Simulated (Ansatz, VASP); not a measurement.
**In4Sb3As in VASP and in Ansatz**

Contents of INCAR:

```
ALGO = Normal ; EDIFF = 1E-7
EDIFFG = -0.04 ; ENCUT = 600
GGA = PE ; IBRION = 2
ISIF = 3 ; ISMEAR = 0
LASPH = T ; LCHARG = F
LREAL = F ; LWAVE = F
NELM = 80 ; NSW = 90
PREC = Accurate ; SIGMA = 0.1
```

Contents of KPOINTS:

```
k-points
0
Gamma
  4 4 2
```

File POSCAR:

```
In4Sb3As
1.0
    4.2438686800      0.0000000000      0.0000000000
    0.0000000000      4.2438686800      0.0000000000
    0.0000000000      0.0000000000     12.0034732800
In Sb As
4 3 1
Direct
    0.5000000000      0.0000000000      0.8750000000
    0.0000000000      0.5000000000      0.1250000000
    0.5000000000      0.0000000000      0.3750000000
    0.0000000000      0.5000000000      0.6250000000
    0.0000000000      0.0000000000      0.0000000000
    0.5000000000      0.5000000000      0.2500000000
    0.5000000000      0.5000000000      0.7500000000
    0.0000000000      0.0000000000      0.5000000000
```

Input for Ansatz:

```yaml
crystal:
  lattice:
    - [4.24386868, 0.0, 0.0]
    - [0.0, 4.24386868, 0.0]
    - [0.0, 0.0, 12.00347328]
  atoms:
    - { symbol: In, position: [0.5, 0.0, 0.875] }
    - { symbol: In, position: [0.0, 0.5, 0.125] }
    - { symbol: In, position: [0.5, 0.0, 0.375] }
    - { symbol: In, position: [0.0, 0.5, 0.625] }
    - { symbol: Sb, position: [0.0, 0.0, 0.0] }
    - { symbol: Sb, position: [0.5, 0.5, 0.25] }
    - { symbol: Sb, position: [0.5, 0.5, 0.75] }
    - { symbol: As, position: [0.0, 0.0, 0.5] }
basis:
  ecutwfc: 420
kpoints:
  mp_grid: { grid: [4, 4, 2] }
hamiltonian:
  xc: pbe
scf:
  occupations: { method: gaussian, width: 0.1 }
  lower_state_search: "off"
output:
  forces: true
  stress: true
  eigenvalues: true
relax:
  adjacent_minimum: "off"
  f_tol: 0.04
  max_steps: 70
  cell: { stress_tol: 0.4 }
```

Alike in both runs: task relaxation of cell and atoms; functional PBE; k mesh 4 × 4 × 2; occupations gaussian, width 0.1 eV; no spin polarisation.

|  | VASP | Ansatz |
| --- | --- | --- |
| version | VASP 6.6.1 | Ansatz 0.2.0 |
| potentials or method | VASP PAW PBE potentials, release 64 (In_d, Sb, As), cutoff 600 eV | scalar-relativistic, plane waves, PAW |
| valence electrons in the cell | 72 | 112 |

|  | VASP | Ansatz | Ansatz less VASP |
| --- | --- | --- | --- |
| relaxed volume (Å³/atom) | 34.92 | 34.72 | -0.203 |
| relaxed cell length with the largest relative difference (Å) | 4.662 | 4.641 | -0.0205 |

VASP's potentials hold 72 valence electrons a cell and Ansatz's 112, so a difference there can come from the potentials and not from the codes.

Spin-orbit coupling is off throughout. Noted on VASP's run: the volume moved by over 15 % at a fixed basis, so the end points are rough.
